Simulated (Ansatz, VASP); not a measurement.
**HfO2 in VASP and in Ansatz**

```xyz
12
Lattice="5.1489 0.0000 0.0000 0.0000 4.9371 0.0000 0.0000 0.0000 4.9647" Properties=species:S:1:pos:R:3 pbc="T T T"
Hf    4.9790    3.6165    3.6810
Hf    2.7444    3.6165    1.1987
Hf    2.4045    1.3206    3.6810
Hf    0.1699    1.3206    1.1987
O     3.2548    4.5848    4.3653
O     4.4686    4.5848    1.8829
O     1.2046    2.6655    2.4441
O     1.3699    2.6655    4.9264
O     3.9443    2.2717    4.9264
O     3.7790    2.2717    2.4441
O     0.6803    0.3523    4.3653
O     1.8941    0.3523    1.8829
```

Alike in both runs: task single point; functional PBE; dispersion D4; k mesh 5 × 6 × 5; occupations fermi-dirac, width 0.05 eV; no spin polarisation.

```csv
,VASP,Ansatz
version,VASP 6.6.1,Ansatz 0.2.0
potentials or method,"VASP PAW PBE potentials, release 64 (Hf_pv, O)",Ansatz PAW
plane-wave cutoff (eV),520,420
valence electrons in the cell,88,152
```

|  | VASP | Ansatz | Ansatz less VASP |
| --- | --- | --- | --- |
| gap on the k mesh at the Fermi level (eV) | 4.58 | 4.62 | +0.041 |
| least direct gap on the mesh (eV) | 4.78 | 4.82 | +0.031 |
| pressure (GPa) | 14.8 | 18.5 | +3.68 |
| traceless stress, the component that is largest in VASP (GPa) | 0.68 | 0.65 | -0.035 |
| rms of the force components (eV/Å) | 0.106 | 0.131 | +0.0245 |

Atom by atom the forces differ by 0.032 eV/Å (rms over components). VASP's potentials hold 88 valence electrons a cell and Ansatz's 152, so a difference there can come from the potentials and not from the codes.

Spin-orbit coupling is off throughout. Noted on Ansatz's run: odd divisions of the mesh miss points on the zone boundary, where band edges often lie, so the gap on the mesh can be too wide.
